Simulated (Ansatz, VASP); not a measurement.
# GaSb3 in VASP and in Ansatz

File INCAR:

```
SYSTEM = GaSb3
PREC = Accurate
ENCUT = 520
EDIFF = 1E-6
ISMEAR = 0
SIGMA = 0.15
LREAL = .FALSE.
LASPH = .TRUE.
NELM = 80
ALGO = Normal
ISIF = 2
LWAVE = .FALSE.
LCHARG = .TRUE.
LELF = .TRUE.
LVHAR = .TRUE.
NBANDS = 22
```

File KPOINTS:

```
regular mesh
0
G
  10 10 10
  0 0 0
```

The input POSCAR:

```
GaSb3
1.0
   -0.0483537151      3.6220011279      3.4890736865
    3.5736474128      0.0000000000      3.4407199714
    3.6220011279      3.6220011279     -0.0483537151
Ga Sb
1 3
Direct
    0.0000000000      0.0000000000      0.0000000000
    0.2500000000      0.2500000000      0.2500000000
    0.7500000000      0.7500000000      0.7500000000
    0.5000000000      0.5000000000      0.5000000000
```

Input for Ansatz:

```yaml
crystal:
  lattice:
    - [-0.0483537151, 3.6220011279, 3.4890736865]
    - [3.5736474128, 0.0, 3.4407199714]
    - [3.6220011279, 3.6220011279, -0.0483537151]
  atoms:
    - { symbol: Ga, position: [0.0, 0.0, 0.0] }
    - { symbol: Sb, position: [0.25, 0.25, 0.25] }
    - { symbol: Sb, position: [0.75, 0.75, 0.75] }
    - { symbol: Sb, position: [0.5, 0.5, 0.5] }
basis:
  ecutwfc: 420
kpoints:
  mp_grid: { grid: [10, 10, 10] }
hamiltonian:
  xc: lda
  pseudopotentials: { kind: paw, azcp: { folder: soft_1 } }
scf:
  occupations: { method: gaussian, width: 0.15 }
output:
  forces: true
  stress: true
  eigenvalues: true
```

Change from the starting cell: engineering shear strain xz -0.0267, normal strain along z -0.0367.

Alike in both runs: task single point; functional LDA; k mesh 10 × 10 × 10; occupations gaussian, width 0.15 eV; no spin polarisation.

|  | VASP | Ansatz |
| --- | --- | --- |
| version | VASP 6.6.1 | Ansatz 0.2.0 |
| potentials or method | VASP PAW LDA potentials, release 64 (Ga_d, Sb), cutoff 520 eV | scalar-relativistic, plane waves, PAW |
| valence electrons in the cell | 28 | 58 |

Ansatz gave:

* gap on the k mesh at the Fermi level (eV): none
* pressure (GPa): 2.9
* traceless stress, the component that is largest in VASP (GPa): 1.21
* rms of the force components (eV/Å): 0.034

**Question.** Estimate VASP's values.

**Answer.** gap on the k mesh at the Fermi level (eV): none; pressure (GPa): 3.1; traceless stress, the component that is largest in VASP (GPa): 1.23; rms of the force components (eV/Å): 0.035.

Ansatz warns that its potentials were made for another functional, while VASP's fit it. LDA's correlation is that of Perdew and Zunger in VASP and of Perdew and Wang (1992) in Ansatz. Atom by atom the forces differ by 0.001 eV/Å (rms over components). A gap of «none» marks a metal or a gap that the smearing closes. VASP's potentials hold 28 valence electrons a cell and Ansatz's 58, so a difference there can come from the potentials and not from the codes.

Spin-orbit coupling is off throughout.
